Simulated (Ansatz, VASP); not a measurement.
# CoSi2 in VASP and in Ansatz

File INCAR:

```
SYSTEM = CoSi2
ALGO = Normal ; EDIFF = 1E-6
ENCUT = 520 ; GGA = PS
ISIF = 2 ; ISMEAR = 0
LASPH = .TRUE. ; LCHARG = .TRUE.
LELF = .TRUE. ; LREAL = .FALSE.
LVHAR = .TRUE. ; LWAVE = .FALSE.
NBANDS = 16 ; NELM = 60
PREC = Accurate ; SIGMA = 0.15
```

Contents of KPOINTS:

```
k-points
0
G
  14 14 14
  0 0 0
```

File POSCAR:

```
CoSi2
1.0
    0.0000000000      2.6119920767      2.6119920767
    2.6119920767      0.0000000000      2.6119920767
    2.6119920767      2.6119920767      0.0000000000
Co Si
1 2
Direct
    0.0160744693     -0.0160744693     -0.0160744693
    0.2331347727      0.2668652273      0.2668652273
    0.7331347727      0.7668652273      0.7668652273
```

Input for Ansatz:

```yaml
crystal:
  lattice:
    - [0.0, 2.6119920767, 2.6119920767]
    - [2.6119920767, 0.0, 2.6119920767]
    - [2.6119920767, 2.6119920767, 0.0]
  atoms:
    - { symbol: Co, position: [0.0160744693, -0.0160744693, -0.0160744693] }
    - { symbol: Si, position: [0.2331347727, 0.2668652273, 0.2668652273] }
    - { symbol: Si, position: [0.7331347727, 0.7668652273, 0.7668652273] }
basis:
  ecutwfc: 520.0
kpoints:
  mp_grid: { grid: [14, 14, 14] }
hamiltonian:
  xc: pbesol
  pseudopotentials: { kind: paw, azcp: { folder: soft_1 } }
scf:
  occupations: { method: gaussian, width: 0.15 }
output:
  forces: true
  stress: true
  eigenvalues: true
```

Change from the starting cell: mode 4 frozen in at -0.090 Å, equal normal strain along x, y and z -0.0167.

Alike in both runs: task single point; functional PBEsol; k mesh 14 × 14 × 14; occupations gaussian, width 0.15 eV; no spin polarisation.

|  | VASP | Ansatz |
| --- | --- | --- |
| version | VASP 6.6.1 | Ansatz 0.2.0 |
| potentials or method | VASP PAW PBE potentials, release 64 (Co, Si), cutoff 520 eV | scalar-relativistic, plane waves, PAW |
| valence electrons in the cell | 17 | 25 |

|  | VASP | Ansatz | Ansatz less VASP |
| --- | --- | --- | --- |
| gap on the k mesh at the Fermi level (eV) | none | none | - |
| pressure (GPa) | 14.0 | 14.0 | -0.05 |
| traceless stress, the component that is largest in VASP (GPa) | -1.46 | -1.40 | +0.064 |
| rms of the force components (eV/Å) | 1.073 | 1.060 | -0.0130 |

VASP's potentials were made for PBE, not for PBEsol, and Ansatz warns of the same on its side. Atom by atom the forces differ by 0.013 eV/Å (rms over components). A gap of «none» marks a metal or a gap that the smearing closes. VASP's potentials hold 17 valence electrons a cell and Ansatz's 25, so a difference there can come from the potentials and not from the codes.
